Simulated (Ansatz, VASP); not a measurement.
## Sc in VASP and in Ansatz

```
Sc
1.0
     0.00000    2.31806    2.31806
     2.31806    0.00000    2.31806
     2.31806    2.31806    0.00000
Sc
1
Direct
  0.00000 0.00000 0.00000
```

Alike in both runs: task single point; functional PBE; k mesh 8 × 8 × 8; occupations gaussian, width 0.05 eV; no spin polarisation.

|  | VASP | Ansatz |
| --- | --- | --- |
| version | VASP 6.6.1 | Ansatz 0.2.0 |
| potentials or method | VASP PAW PBE potentials, release 64 (Sc_sv), cutoff 520 eV | scalar-relativistic, plane waves, PAW |
| valence electrons in the cell | 11 | 11 |

```csv
,VASP,Ansatz,Ansatz less VASP
gap on the k mesh at the Fermi level (eV),none,none,-
pressure (GPa),-0.5,-0.5,-0.01
```

A gap of «none» marks a metal or a gap that the smearing closes.
